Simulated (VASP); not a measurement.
A run of VASP 6.6.1 is set up as follows.

The input POSCAR:

```
Al3Ni2
1.0
    4.3072254643      0.0000000000      0.0000000000
   -2.1536127322      3.7301666719      0.0000000000
    0.0000000000      0.0000000000      4.8615270261
Al Ni
3 2
Direct
    0.0000000000      0.0000000000      0.0000000000
    0.3333333333      0.6666666667      0.6484376367
    0.6666666667      0.3333333333      0.3515623633
    0.3333333333      0.6666666667      0.1462123368
    0.6666666667      0.3333333333      0.8537876632
```

File INCAR.step1:

```
PREC = Accurate ; ENCUT = 520
ISMEAR = 0 ; SIGMA = 0.15
LREAL = False ; LASPH = True
NELM = 80 ; NBANDS = 22
GGA = PE ; ALGO = Normal
EDIFF = 1E-4 ; LWAVE = True
LCHARG = False
```

Contents of INCAR.step2:

```
PREC = Accurate ; ENCUT = 520
EDIFF = 1E-7 ; ISMEAR = 0
SIGMA = 0.15 ; LREAL = False
LASPH = True ; NELM = 80
ALGO = Normal ; ISIF = 2
LWAVE = False ; LCHARG = False
METAGGA = R2SCAN ; LMIXTAU = True
NBANDS = 22 ; ISTART = 1
```

Contents of KPOINTS:

```
regular mesh
0
Gamma
  12 12 10
```

Potentials or basis: VASP PAW PBE potentials, release 64 (Al, Ni).

Command:

```console
$ cat potpaw_PBE.64/Al/POTCAR potpaw_PBE.64/Ni/POTCAR > POTCAR
$ cp INCAR.step1 INCAR
$ mpirun -np 1 vasp_std > vasp.out
$ cp INCAR.step2 INCAR
$ mpirun -np 1 vasp_std > vasp.out
```

What does it give for the pressure?

-14.7 GPa.

Predict the band gap on the k mesh.

zero (an odd number of electrons rules out a gap without spin polarisation).

Forces in eV/Å, atoms in the order of the input:
```
Al   0.000  0.000  0.000
Al   0.000  0.000  0.048
Al   0.000  0.000 -0.048
Ni   0.000  0.000 -0.170
Ni   0.000  0.000  0.170
```

Caveat: the cell differs from its parent crystal (strain +0.0750 x Voigt [1, 1, 0, 0, 0, 0]); the stress differs along the axes, from -19 to -7 GPa; the PAW data sets were made with another functional, which shifts forces and pressure a little. Spin polarisation is off, so any magnetic state and its effect on volume and gap are missing.
